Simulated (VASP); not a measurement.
NaB:

```xyz
2
Lattice="3.6054 0.0000 0.0000 0.0000 3.6054 0.0000 0.0000 0.0000 3.6054" Properties=species:S:1:pos:R:3 pbc="T T T"
Na    1.8027    1.8027    1.8027
B     0.0000    0.0000    0.0000
```

The cell was built from a structure type or drawn by symmetry, and may not be a known phase.

- Program: VASP 6.6.1
- Task: relaxation of cell and atoms
- Functional: PBE
- Potentials or basis: VASP PAW PBE potentials, release 64 (Na_sv, B)
- Cutoff: 970 eV
- k mesh: 6 × 6 × 6
- Occupations: gaussian, width 0.1 eV
- Spin: no spin polarisation

At the start: pressure -6.4 GPa; volume 23.43 Å³/atom.

Question: How do energy, volume and symmetry change on relaxing?

Answer: Over 6 steps the energy falls by 221.8 meV/atom and the volume is 15.52 Å³/atom (-33.8 %); space group Pm-3m (No. 221, to 0.1 Å) before and after.

Step by step:
```tsv
step	energy change (eV)	largest force (eV/Å)	pressure (GPa)	volume (Å³)
1	0.0000	0.0000	-6.40	46.87
2	-0.2307	0.0000	-5.60	40.80
3	-0.4151	0.0000	-2.76	34.13
4	-0.0510	0.0000	20.38	23.06
5	-0.4402	0.0000	-1.06	32.08
6	-0.4435	0.0000	0.06	31.03
```

Final structure:
```yaml
crystal:
  lattice:
    - [3.14247, 0.00000, 0.00000]
    - [0.00000, 3.14247, 0.00000]
    - [0.00000, 0.00000, 3.14247]
  atoms:
    - { symbol: Na, position: [0.50000, 0.50000, 0.50000] }
    - { symbol: B, position: [0.00000, 0.00000, 0.00000] }
```

Caveat: the volume moved by over 15 % at a fixed basis, so the end points are rough.
